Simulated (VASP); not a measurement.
# Pd (Fm-3m) in VASP: further runs, part 2 of 2

VASP 6.6.1. Earlier steps stand in the parts before.

## Step 3: Relaxation of volume and atoms at fixed shape, PBEsol

This run uses another cell than the first one, of 14.75 Å³/atom, 1.015 times its volume.

The input, INCAR:

```
ALGO = Normal ; EDIFF = 1E-6
EDIFFG = -0.03 ; ENCUT = 600
GGA = PS ; IBRION = 2
ISIF = 8 ; ISMEAR = 1
LASPH = True ; LCHARG = False
LREAL = False ; LWAVE = False
NELM = 100 ; NSW = 60
PREC = Accurate ; SIGMA = 0.05
```

The input, KPOINTS:

```
k-points
0
Gamma
  10 10 10
```

The input, POSCAR:

```
Pd
1.0
    0.0000000000      1.9465000000      1.9465000000
    1.9465000000      0.0000000000      1.9465000000
    1.9465000000      1.9465000000      0.0000000000
Pd
1
Direct
    0.0000000000      0.0000000000      0.0000000000
```

Potentials or basis: VASP PAW PBE potentials, release 64 (Pd).

Run with:

```sh
cat potpaw_PBE.64/Pd/POTCAR > POTCAR
mpirun -np 1 vasp_std > vasp.out
```

OUTCAR:

```text
EDIFF = 1E-6
   EDIFFG = -0.03
   ENCUT = 600
   GGA = PS
   IBRION = 2
   ISIF = 8
   ISMEAR = 1
   LASPH = True
   LREAL = False
   NELM = 100
   NSW = 60
   PREC = Accurate

 ion  position               nearest neighbor table
   1  0.000  0.000  0.000-

  LATTYP: Found a face centered cubic cell.
 ALAT       =     3.8930000000

  Lattice vectors:

 A1 = (   0.0000000000,   1.9465000000,   1.9465000000)
 A2 = (   1.9465000000,   0.0000000000,   1.9465000000)
 A3 = (   1.9465000000,   1.9465000000,   0.0000000000)

Analysis of symmetry for initial positions (statically):
=====================================================================
 Subroutine PRICEL returns:
 Original cell was already a primitive cell.

 Routine SETGRP: Setting up the symmetry group for a
 face centered cubic supercell.

 Subroutine GETGRP returns: Found 48 space group operations
 (whereof 48 operations were pure point group operations)
 out of a pool of 48 trial point group operations.

The static configuration has the point symmetry O_h .

Analysis of symmetry for dynamics (positions and initial velocities):
=====================================================================
 Subroutine PRICEL returns:
 Original cell was already a primitive cell.

 Routine SETGRP: Setting up the symmetry group for a
 face centered cubic supercell.

 Subroutine GETGRP returns: Found 48 space group operations
 (whereof 48 operations were pure point group operations)
 out of a pool of 48 trial point group operations.

The dynamic configuration has the point symmetry O_h .

 Subroutine INISYM returns: Found 48 space group operations
 (whereof 48 operations are pure point group operations),
 and found     1 'primitive' translations

----------------------------------------------------------------------------------------

                                     Primitive cell

  volume of cell :      14.7500

  direct lattice vectors                    reciprocal lattice vectors
     0.000000000  1.946500000  1.946500000    -0.256871307  0.256871307  0.256871307
     1.946500000  0.000000000  1.946500000     0.256871307 -0.256871307  0.256871307
     1.946500000  1.946500000  0.000000000     0.256871307  0.256871307 -0.256871307

  length of vectors
     2.752766699  2.752766699  2.752766699     0.444914156  0.444914156  0.444914156

  position of ions in fractional coordinates (direct lattice)
     0.000000000  0.000000000  0.000000000

  ion indices of the primitive-cell ions
   primitive index   ion index
                 1           1

----------------------------------------------------------------------------------------

 KPOINTS: k-points

Automatic generation of k-mesh.
 Grid dimensions read from file:
 generate k-points for:   10   10   10

 Generating k-lattice:

  Cartesian coordinates                     Fractional coordinates (reciprocal lattice)
    -0.025687131  0.025687131  0.025687131     0.100000000  0.000000000  0.000000000
     0.025687131 -0.025687131  0.025687131     0.000000000  0.100000000  0.000000000
     0.025687131  0.025687131 -0.025687131     0.000000000  0.000000000  0.100000000

  Length of vectors
     0.044491416  0.044491416  0.044491416

  Shift w.r.t. Gamma in fractional coordinates (k-lattice)
     0.000000000  0.000000000  0.000000000

 Subroutine IBZKPT returns following result:
 ===========================================

 Found     47 irreducible k-points:

 Following reciprocal coordinates:
            Coordinates               Weight
  0.000000  0.000000  0.000000      1.000000
  0.100000  0.000000  0.000000      8.000000
  0.200000  0.000000  0.000000      8.000000
  0.300000  0.000000  0.000000      8.000000
  0.400000  0.000000  0.000000      8.000000
  0.500000  0.000000  0.000000      4.000000
[... 16 lines left out ...]
  0.300000  0.300000  0.000000      6.000000
  0.400000  0.300000  0.000000     24.000000
 [... further k-points ...]
   k-points           NKPTS =     47   k-points in BZ     NKDIM =     47   number of bands    NBANDS=      9
   number of dos      NEDOS =    301   number of ions     NIONS =      1
   total plane-waves  NPLWV =  13824
   dimension x,y,z NGX =    24 NGY =   24 NGZ =   24
   dimension x,y,z NGXF=    48 NGYF=   48 NGZF=   48
   ions per type =               1
   NGX,Y,Z   is equivalent  to a cutoff of  14.49, 14.49, 14.49 a.u.
   NGXF,Y,Z  is equivalent  to a cutoff of  28.99, 28.99, 28.99 a.u.
 SYSTEM =  unknown system
   PREC   = accura    normal or accurate (medium, high low for compatibility)
   ISTART =      0    job   : 0-new  1-cont  2-samecut
   ICHARG =      2    charge: 1-file 2-atom 10-const
   ISPIN  =      1    spin polarized calculation?
   LNONCOLLINEAR =      F non collinear calculations
   LSORBIT =      F    spin-orbit coupling
   LASPH  =      T    aspherical Exc in radial PAW
   ENCUT  =  600.0 eV  44.10 Ry    6.64 a.u.   5.50  5.50  5.50*2*pi/ulx,y,z
   NELM   =    100;   NELMIN=  2; NELMDL= -5     # of ELM steps
   EDIFF  = 0.1E-05   stopping-criterion for ELM
   LREAL  =      F    real-space projection
   EDIFFG = -.3E-01   stopping-criterion for IOM
   NSW    =     60    number of steps for IOM
   IBRION =      2    ionic relax: 0-MD 1-quasi-New 2-CG
   NFREE  =      1    steps in history (QN), initial steepest desc. (CG)
   ISIF   =      8    stress and relaxation
   ISYM   =      2    0-nonsym 1-usesym 2-fastsym
   POTIM  = 0.5000    time-step for ionic-motion
   TEBEG  =    0.0;   TEEND  =   0.0 temperature during run
   PSTRESS=    0.0 pullay stress
   NELECT =      10.0000    total number of electrons
   NUPDOWN=      -1.0000    fix difference up-down
   EMIN   =  10.00;   EMAX   =-10.00  energy-range for DOS
   EFERMI =   0.00;   METHOD = LEGACY
   ISMEAR =     1;   SIGMA  =   0.05  broadening in eV -4-tet -1-fermi 0-gaus
   EFERMI_NEDOS =   21; number of points for ismear=-14 and -15
   IALGO  =     38    algorithm
   IMIX   =      4    mixing-type and parameters
     AMIX     =   0.40;   BMIX     =  1.00
     AMIX_MAG =   1.60;   BMIX_MAG =  1.00
  volume/ion in A,a.u.               =      14.75        99.54
  Fermi-wavevector in a.u.,A,eV,Ry     =   1.438171  2.717748 28.141404  2.068335
  Thomas-Fermi vector in A             =   2.557167
   LORBIT       =      0    0 simple, 1 ext, 2 COOP (PROOUT), +10 PAW based schemes
   GGA     = PS    functional components
   LHFCALC =     F    Hartree Fock is set to
   AEXX    =    0.0000 exact exchange contribution
   IVDW    =     0    specifies the selected vdW correction
   LEPSILON=     F    determine dielectric tensor
   LRPA    =     F    only Hartree local field effects (RPA)
 conjugate gradient relaxation of ions
 non-spin polarized calculation
 Methfessel and Paxton  Order N= 1 SIGMA  =   0.05
  energy-cutoff  :      600.00
  volume of cell :       14.75
 maximum number of plane-waves:       531
 NGX is ok and might be reduce to    24
   NGX = 11   NGY = 11   NGZ = 11

--------------------------------------- Ionic step        1  -------------------------------------------

 number of electron      10.0000000 magnetization

 number of electron       9.9999999 magnetization

 Free energy of the ion-electron system (eV)
  ---------------------------------------------------
  ext. energy  EPLUGINS =         0.00000000
  ---------------------------------------------------
  free energy    TOTEN  =        -5.97276219 eV

  energy without entropy =       -5.97273888  energy(sigma->0) =       -5.97275442

------------------------ aborting loop because EDIFF is reached ----------------------------------------

  FORCE on cell =-STRESS in cart. coord.  units (eV):
  Direction    XX          YY          ZZ          XY          YZ          ZX
  --------------------------------------------------------------------------------------
  -------------------------------------------------------------------------------------
  Total       -0.3018647     -0.3018647     -0.3018647     -0.0000000      0.0000000      0.0000000
  in kB      -32.7891161    -32.7891161    -32.7891161     -0.0000000      0.0000000      0.0000000
  external PRESSURE =     -32.7891161 kB  Pullay stress =       0.0000000 kB
[... 22 lines left out ...]
--------------------------------------- Ionic step        2  -------------------------------------------

 number of electron      10.0000002 magnetization

 E-fermi :  10.4140     XC(G=0): -13.6535

 val. band max:       10.3989939569   @ k =   0.5000   0.1000   0.0000
 cond. band min:      10.4468039147   @ k =   0.5000   0.2000   0.0000
 fundamental gap:      0.0478099578
 Fermi energy:        10.4140446199

 k-point     1 :       0.0000    0.0000    0.0000
  band No.  band energies     occupation
      1       2.7947      2.00000
      2       7.3300      2.00000
      3       7.3300      2.00000
      4       7.3300      2.00000
      5       9.0847      2.00000
      6       9.0847      2.00000
      7      27.5208      0.00000
      8      32.5444      0.00000
      9      32.5444      0.00000
[... 310 lines left out ...]
--------------------------------------- Ionic step        3  -------------------------------------------

 number of electron      10.0000000 magnetization

 Free energy of the ion-electron system (eV)
  ---------------------------------------------------
  ext. energy  EPLUGINS =         0.00000000
  ---------------------------------------------------
  free energy    TOTEN  =        -5.97529587 eV

  energy without entropy =       -5.97524299  energy(sigma->0) =       -5.97527825

 E-fermi :   9.9253     XC(G=0): -13.4812

 val. band max:        9.9104896208   @ k =   0.5000   0.1000   0.0000
 cond. band min:       9.9559769280   @ k =   0.5000   0.2000   0.0000
 fundamental gap:      0.0454873071
 Fermi energy:         9.9253392732

 k-point     1 :       0.0000    0.0000    0.0000
  band No.  band energies     occupation
      1       2.5323      2.00000
      2       6.9779      2.00000
      3       6.9779      2.00000
      4       6.9779      2.00000
      5       8.6556      2.00000
      6       8.6556      2.00000
      7      27.0346      0.00000
      8      31.8990      0.00000
      9      31.8990      0.00000
[... 304 lines left out ...]
  FREE ENERGIE OF THE ION-ELECTRON SYSTEM (eV)
  ---------------------------------------------------
  free  energy   TOTEN  =        -5.9752958745 eV

  energy  without entropy=       -5.9752429879  energy(sigma->0) =       -5.97527825

 reached required accuracy - stopping structural energy minimisation
```

Run time: 18 s. Hardware: 1 thread of Intel Xeon 8259CL, shared host; peak memory 0.15 GiB.

Results:

```
Free energy                            : -5.9753 eV
Relaxed volume                         : 14.51 Å³/atom
Relaxed cell                           : a = 2.738 Å, b = 2.738 Å, c = 2.738 Å, α = 60.00°, β = 60.00°, γ = 60.00°
Space group after relaxing (to 0.05 Å) : Fm-3m (No. 225)
Energy gained by relaxing              : 2.5 meV/atom
Ionic steps                            : 3
Pressure after relaxing                : 0.0 GPa
Band gap on the k mesh                 : zero (band 5 reaches 10.22 eV, above the bottom of band 6 at 8.60 eV)
```

The path:
```
step  energy change (eV)  largest force (eV/Å)  pressure (GPa)  volume (Å³)
   1              0.0000                0.0000           -3.28        14.75
   2              0.0048                0.0000            6.15        14.11
   3             -0.0025                0.0000           -0.02        14.51
```

Final structure:
```cif
data_structure
_symmetry_space_group_name_H-M 'P 1'
_symmetry_Int_Tables_number 1
_cell_length_a 2.7377
_cell_length_b 2.7377
_cell_length_c 2.7377
_cell_angle_alpha 60.000
_cell_angle_beta 60.000
_cell_angle_gamma 60.000
_cell_volume 14.51
loop_
_atom_site_label
_atom_site_type_symbol
_atom_site_fract_x
_atom_site_fract_y
_atom_site_fract_z
_atom_site_occupancy
Pd1 Pd 0.00000 0.00000 0.00000 1
```

Caveat: the PAW data sets were made with another functional, which shifts forces and pressure a little.
